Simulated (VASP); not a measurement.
# SiC: single point with r2SCAN

SiC:

```
CELL_PARAMETERS angstrom
0.00000 2.17843 2.17843
2.17843 0.00000 2.17843
2.17843 2.17843 0.00000
ATOMIC_POSITIONS crystal
Si 0.00000 0.00000 0.00000
C 0.25000 0.25000 0.25000
```

```yaml
Program: VASP 6.6.1
Task: single point
Functional: r2SCAN
Potentials_or_basis: VASP PAW PBE potentials, release 64 (Si, C)
Cutoff: 520 eV
k_mesh: 9 × 9 × 9
Occupations: fermi-dirac, width 0.05 eV
Spin: no spin polarisation
```

```yaml
Pressure: -0.3 GPa
Band_gap_on_the_k_mesh: 1.88 eV, indirect (least direct gap 5.14 eV)
```

Levels at points of the mesh, in eV from the valence-band top:
| k point | band 1 | band 2 | band 3 | band 4 | band 5 | band 6 | band 7 | band 8 |
| --- | --- | --- | --- | --- | --- | --- | --- | --- |
| (0.00, 0.00, 0.00) | -16.19 | 0.00 | 0.00 | 0.00 | 6.84 | 7.85 | 7.85 | 7.85 |

Wall time 31 s on 1 thread of Intel Xeon 8259CL, with other jobs on the host, peak memory 0.14 GiB.

Caveat: the PAW data sets were made with another functional, which shifts forces and pressure a little. r2SCAN opens gaps a little over a GGA but as a rule still falls short of measured ones.
